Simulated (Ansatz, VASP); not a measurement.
## CdSe: VASP beside Ansatz

INCAR

```
SYSTEM = CdSe
PREC     = Accurate       ! precision mode
ENCUT    = 450            ! plane-wave cutoff, eV
EDIFF    = 1E-7           ! SCF threshold, eV
ISMEAR   = 0              ! smearing method
SIGMA    = 0.02           ! smearing width, eV
LREAL    = .False.        ! projectors in reciprocal space
LASPH    = .True.         ! aspherical terms in the spheres
NELM     = 120            ! most SCF steps
ALGO     = Normal         ! electronic algorithm
ISIF     = 2              ! what is computed and relaxed
LWAVE    = .False.        ! write WAVECAR
LCHARG   = .False.        ! write CHGCAR
GGA      = PS             ! functional
IBRION   = 2              ! ionic algorithm
NSW      = 60             ! ionic steps
EDIFFG   = -0.002         ! ionic threshold
GGA_COMPAT= .False.      
NELMIN   = 4
```

File KPOINTS:

```
regular mesh
0
Gamma
  8 8 8
  0 0 0
```

The input POSCAR:

```
CdSe
1.0
    0.0000000000      3.0714838878      3.0122114113
    3.0714838878      0.0000000000      3.0122114113
    3.0714838878      3.0714838878      0.0000000000
Cd Se
1 1
Direct
    0.0000000000      0.0000000000      0.0000000000
    0.2500000000      0.2500000000      0.2500000000
```

Input for Ansatz:

```yaml
crystal:
  lattice:
    - [0.0, 3.0714838878, 3.0122114113]
    - [3.0714838878, 0.0, 3.0122114113]
    - [3.0714838878, 3.0714838878, 0.0]
  atoms:
    - { symbol: Cd, position: [0.0, 0.0, 0.0] }
    - { symbol: Se, position: [0.25, 0.25, 0.25] }
basis:
  ecutwfc: 420
kpoints:
  mp_grid: { grid: [8, 8, 8] }
hamiltonian:
  xc: pbesol
  pseudopotentials: { kind: paw, azcp: { folder: soft_1 } }
scf:
  occupations: { method: gaussian, width: 0.02 }
output:
  forces: true
  stress: true
  eigenvalues: true
relax:
  adjacent_minimum: "off"
  f_tol: 0.002
  max_steps: 40
```

Change from the starting cell: strained cell.

Alike in both runs: task relaxation of the atoms; functional PBEsol; k mesh 8 × 8 × 8; occupations gaussian, width 0.02 eV; no spin polarisation.

|  | VASP | Ansatz |
| --- | --- | --- |
| version | VASP 6.6.1 | Ansatz 0.2.0 |
| potentials or method | VASP PAW PBE potentials, release 64 (Cd, Se), cutoff 450 eV | scalar-relativistic, plane waves, PAW |
| valence electrons in the cell | 18 | 36 |

|  | VASP | Ansatz | Ansatz less VASP |
| --- | --- | --- | --- |
| gap on the k mesh at the Fermi level, each at its own relaxed structure (eV) | 0.42 | 0.42 | -0.002 |

VASP's potentials were made for PBE, not for PBEsol, and Ansatz warns of the same on its side. VASP's potentials hold 18 valence electrons a cell and Ansatz's 36, so a difference there can come from the potentials and not from the codes. Ansatz's warnings: stress scf threshold loose.

Noted on VASP's run: the relaxation stopped at its first step, so nothing moved.
